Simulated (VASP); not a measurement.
Runs of VASP 6.6.1 on LiBr. The structure is that of space group Fm-3m (No. 225), or close to it. The cells are those of the table. 

```tsv
task	cell	k mesh	cutoff (eV)	gap on the mesh (eV)	pressure (GPa)
electric field gradients	a = 3.056 Å, angles 60.0°, 2 atoms	9 × 9 × 9	650	4.27	85.1
single point	a = 3.498 Å, angles 60.0°, 2 atoms	9 × 9 × 9	750	5.60	14.0
single point	a = 3.056 Å, angles 60.0°, 2 atoms	9 × 9 × 9	750	4.27	(a)
electric field gradients	a = 3.850 Å, angles 60.0°, 2 atoms	9 × 9 × 9	650	(b)	-0.6
single point	a = 3.850 Å, angles 60.0°, 2 atoms	9 × 9 × 9	750	4.90	-0.5
single point	a = 3.419 Å, angles 60.0°, 2 atoms	9 × 9 × 9	750	5.61	20.5
single point	a = 3.850 Å, angles 60.0°, 2 atoms	9 × 9 × 9, shifted	750	5.04	-0.5
```

Alike in all rows: level PBEsol; potentials or basis VASP PAW PBE potentials, release 64 (Li_sv, Br); no spin polarisation; smearing fermi-dirac 0.03 eV.

Task: Estimate the missing entries.

Result: (a) 85.2; (b) 4.91.

Caveats: the PAW data sets were made with another functional, which shifts forces and pressure a little; an odd mesh through Γ misses points on the zone boundary, where band edges can lie (at least some runs); the cell stands under pressure (at least some runs); a shifted mesh leaves out Γ, where band edges can lie (at least some runs).

A k mesh can miss the band edges, and the runs leave out spin-orbit coupling on Br.
